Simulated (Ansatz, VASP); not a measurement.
N in VASP and in Ansatz

Contents of POSCAR:

```
N
1.0
    3.6290016496      0.0000000000      0.0000000000
   -1.8145008248      3.1428076190      0.0000000000
    0.0000000000      0.0000000000      5.8900000000
N
2
Direct
    0.3640678212      0.6891658733      0.2500000000
    0.6666666667      0.3333333333      0.7500000000
```

INCAR.step1

```
SYSTEM = N
ALGO = Normal
EDIFF = 1E-4
ENCUT = 520
GGA = PE
ISMEAR = 0
ISPIN = 2
LASPH = .True.
LCHARG = .False.
LREAL = .False.
LWAVE = .True.
MAGMOM = 3.2 3.2
NBANDS = 16
NELM = 150
PREC = Accurate
SIGMA = 0.05
```

The input INCAR.step2:

```
SYSTEM = N
ALGO = Normal
EDIFF = 1E-6
ENCUT = 520
ISIF = 2
ISMEAR = 0
ISPIN = 2
ISTART = 1
LASPH = .True.
LCHARG = .False.
LMIXTAU = .True.
LORBIT = 11
LREAL = .False.
LWAVE = .False.
MAGMOM = 3.2 3.2
METAGGA = R2SCAN
NBANDS = 16
NELM = 150
PREC = Accurate
SIGMA = 0.05
```

The input KPOINTS:

```
k-points
0
Gamma
  6 6 4
  0 0 0
```

Input for Ansatz:

```yaml
crystal:
  lattice:
    - [3.6290016496, 0.0, 0.0]
    - [-1.8145008248, 3.142807619, 0.0]
    - [0.0, 0.0, 5.89]
  atoms:
    - { symbol: "N", position: [0.3640678212, 0.6891658733, 0.25], spin: 3.2 }
    - { symbol: "N", position: [0.6666666667, 0.3333333333, 0.75], spin: 3.2 }
basis:
  ecutwfc: 500
kpoints:
  mp_grid: { grid: [6, 6, 4] }
hamiltonian:
  xc: r2scan
scf:
  occupations: { method: gaussian, width: 0.05 }
output:
  forces: true
  stress: true
  eigenvalues: true
  populations: true
  write_density: true
  write_potential: true
  elf: true
  volumetric_format: npy
magnetization:
  spin_polarized: true
```

Alike in both runs: task single point; functional r2SCAN; k mesh 6 × 6 × 4; occupations gaussian, width 0.05 eV; collinear spin.

|  | VASP | Ansatz |
| --- | --- | --- |
| version | VASP 6.6.1 | Ansatz 0.2.0 |
| potentials or method | VASP PAW PBE potentials, release 64 (N), cutoff 520 eV | scalar-relativistic, plane waves, PAW |
| valence electrons in the cell | 10 | 10 |

|  | VASP | Ansatz | Ansatz less VASP |
| --- | --- | --- | --- |
| gap on the k mesh at the Fermi level (eV) | 3.93 | 3.92 | -0.004 |
| least direct gap on the mesh (eV) | 3.93 | 3.92 | -0.004 |
| pressure (GPa) | 0.2 | 0.3 | +0.15 |
| net moment per atom (μB) | 3.00 | 3.00 | 0.000 |
| size of the moment on the site where the two differ most (μB) | 1.99 | 2.90 | +0.912 |

VASP's potentials were made for PBE, not for r2SCAN. Site moments also hang on the region over which each program counts them. Ansatz's warnings: stability check not made.
